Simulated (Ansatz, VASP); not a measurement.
## AlRu in VASP and in Ansatz

```
Al Ru
1.0
     2.99160   -0.01496   -0.01496
    -0.01496    2.99160   -0.01496
    -0.01496   -0.01496    2.99160
Al Ru
1 1
Cartesian
  0.0000 0.0000 0.0000
  1.4808 1.4808 1.4808
```

Change from the starting cell: equal xy, yz and zx shear strains of -1 %, crystal datasets.

Alike in both runs: task electric field gradients; functional PBEsol; k mesh 12 × 12 × 12; occupations fermi-dirac, width 0.05 eV; no spin polarisation.

```csv
,VASP,Ansatz
version,VASP 6.6.1,Ansatz 0.2.0
potentials or method,"VASP PAW PBE potentials, release 64 (Al, Ru_pv), cutoff 520 eV","all-electron PAW with datasets made for the crystal, scalar-relativistic"
```

VASP gave:

```
pressure (GPa)                                                : -3.3
traceless stress, the component that is largest in VASP (GPa) : 1.34
size of Vzz on the site where it differs most (V/Å²)          : 3.2
```

What did Ansatz give for the same quantities?

Pressure (GPa): -3.4; traceless stress, the component that is largest in VASP (GPa): 1.34; size of Vzz on the site where it differs most (V/Å²): 3.8.

VASP's potentials were made for PBE, not for PBEsol. Ansatz ran all-electron here, and VASP with PAW potentials.
